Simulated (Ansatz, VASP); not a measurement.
# Hf3AlN4 in VASP and in Ansatz

Contents of INCAR:

```
SYSTEM = Hf3AlN4
PREC     = Accurate       ! precision mode
ENCUT    = 600            ! plane-wave cutoff, eV
EDIFF    = 1E-7           ! SCF threshold, eV
ISMEAR   = 0              ! smearing method
SIGMA    = 0.1            ! smearing width, eV
LREAL    = .False.        ! projectors in reciprocal space
LASPH    = .True.         ! aspherical terms in the spheres
NELM     = 100            ! most SCF steps
ALGO     = Normal         ! electronic algorithm
ISIF     = 3              ! what is computed and relaxed
LWAVE    = .False.        ! write WAVECAR
LCHARG   = .False.        ! write CHGCAR
GGA      = PE             ! functional
IBRION   = 2              ! ionic algorithm
NSW      = 90             ! ionic steps
EDIFFG   = -0.04          ! ionic threshold
```

Contents of KPOINTS:

```
regular mesh
0
Gamma
  4 4 4
  0 0 0
```

Contents of POSCAR:

```
Hf3AlN4
1.0
    4.8724416100      0.0000000000      0.0000000000
    0.0000000000      4.8724416100      0.0000000000
    0.0000000000      0.0000000000      4.8724416100
Hf Al N
3 1 4
Direct
    0.5000000000      0.0000000000      0.5000000000
    0.0000000000      0.5000000000      0.5000000000
    0.5000000000      0.5000000000      0.0000000000
    0.0000000000      0.0000000000      0.0000000000
    0.5000000000      0.5000000000      0.5000000000
    0.0000000000      0.5000000000      0.0000000000
    0.5000000000      0.0000000000      0.0000000000
    0.0000000000      0.0000000000      0.5000000000
```

Input for Ansatz:

```yaml
crystal:
  lattice:
    - [4.87244161, 0.0, 0.0]
    - [0.0, 4.87244161, 0.0]
    - [0.0, 0.0, 4.87244161]
  atoms:
    - { symbol: Hf, position: [0.5, 0.0, 0.5] }
    - { symbol: Hf, position: [0.0, 0.5, 0.5] }
    - { symbol: Hf, position: [0.5, 0.5, 0.0] }
    - { symbol: Al, position: [0.0, 0.0, 0.0] }
    - { symbol: "N", position: [0.5, 0.5, 0.5] }
    - { symbol: "N", position: [0.0, 0.5, 0.0] }
    - { symbol: "N", position: [0.5, 0.0, 0.0] }
    - { symbol: "N", position: [0.0, 0.0, 0.5] }
basis:
  ecutwfc: 420
kpoints:
  mp_grid: { grid: [4, 4, 4] }
hamiltonian:
  xc: pbe
scf:
  occupations: { method: gaussian, width: 0.1 }
  lower_state_search: "off"
output:
  forces: true
  stress: true
  eigenvalues: true
relax:
  adjacent_minimum: "off"
  f_tol: 0.04
  max_steps: 70
  cell: { stress_tol: 0.4 }
```

Alike in both runs: task relaxation of cell and atoms; functional PBE; k mesh 4 × 4 × 4; occupations gaussian, width 0.1 eV; no spin polarisation.

|  | VASP | Ansatz |
| --- | --- | --- |
| version | VASP 6.6.1 | Ansatz 0.2.0 |
| potentials or method | VASP PAW PBE potentials, release 64 (Hf_pv, Al, N), cutoff 600 eV | scalar-relativistic, plane waves, PAW |
| valence electrons in the cell | 53 | 101 |

Ansatz gave:

```
gap on the k mesh at the Fermi level, each at its own relaxed structure (eV) : none
relaxed volume (Å³/atom)                                                     : 11.35
relaxed length of the cell vector where the two differ most in proportion (Å)              : 4.494
```

What did VASP give for the same quantities?

gap on the k mesh at the Fermi level, each at its own relaxed structure (eV): none; relaxed volume (Å³/atom): 11.22; relaxed length of the cell vector where the two differ most in proportion (Å): 4.477.

A gap of «none» marks a metal or a gap that the smearing closes. VASP's potentials hold 53 valence electrons a cell and Ansatz's 101, so a difference there can come from the potentials and not from the codes.

Spin-orbit coupling is off throughout. Noted on VASP's run: the volume moved by over 15 % at a fixed basis, so the end points are rough.
